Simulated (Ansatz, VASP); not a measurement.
CuO: VASP beside Ansatz

```
CELL_PARAMETERS angstrom
2.55255 0.00000 0.00000
0.00000 2.55255 0.00000
0.00000 0.00000 2.55255
ATOMIC_POSITIONS crystal
Cu 0.00000 0.00000 0.00000
O 0.50000 0.50000 0.50000
```

Alike in both runs: task relaxation of cell and atoms; functional PBE; dispersion D4; k mesh 10 × 10 × 10; occupations fermi-dirac, width 0.05 eV; no spin polarisation.

|  | VASP | Ansatz |
| --- | --- | --- |
| version | VASP 6.6.1 | Ansatz 0.2.0 |
| potentials or method | VASP PAW PBE potentials, release 64 (Cu, O) | Ansatz PAW |
| plane-wave cutoff (eV) | 600 | 420 |
| valence electrons in the cell | 17 | 25 |

Ansatz gave:

* gap on the k mesh at the Fermi level, each at its own relaxed structure (eV): none
* relaxed volume (Å³/atom): 8.93
* relaxed length of the cell vector where the two differ most in proportion (Å): 2.614

Question: Which values does VASP return?

Answer: gap on the k mesh at the Fermi level, each at its own relaxed structure (eV): none; relaxed volume (Å³/atom): 8.94; relaxed length of the cell vector where the two differ most in proportion (Å): 2.615.

A gap of «none» marks a metal or a gap that the smearing closes. VASP's potentials hold 17 valence electrons a cell and Ansatz's 25, so a difference there can come from the potentials and not from the codes.

Noted on Ansatz's run: the plane-wave basis is chosen anew once the cell has moved, so the energies of steps on either side of that aren't comparable.
